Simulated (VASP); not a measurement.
The system is BN.

```xyz
4
Lattice="2.5368 0.0000 0.0000 -1.2684 2.1969 0.0000 0.0000 0.0000 4.1985" Properties=species:S:1:pos:R:3 pbc="T T T"
N     0.0000    1.4646    0.5260
N     1.2684    0.7323    2.6252
B     0.0000    1.4646    2.0981
B     1.2684    0.7323    4.1973
```

Base run:

| Property | Result |
| --- | --- |
| Program | VASP 6.6.1 |
| Functional | PBE |
| Potentials or basis | VASP PAW PBE potentials, release 64 (N, B) |
| Cutoff | 520 eV |
| k mesh | 12 × 12 × 6 |
| Occupations | fermi-dirac, width 0.05 eV |
| Spin | no spin polarisation |

Its results: band gap on the k mesh 5.17 eV, indirect (least direct gap 8.33 eV); pressure 8.0 GPa.

Q: The run is repeated on the same cell with these changes: functional from PBE to r2SCAN. What comes out?

A: Band gap on the k mesh 5.70 eV, indirect (least direct gap 9.02 eV); pressure 4.3 GPa.

r2SCAN gives the wider gap, since meta-GGAs in the generalised Kohn-Sham scheme recover part of the derivative discontinuity.

Caveats: the PAW data sets were made with another functional, which shifts forces and pressure a little (some runs).

A k mesh can miss the band edges.
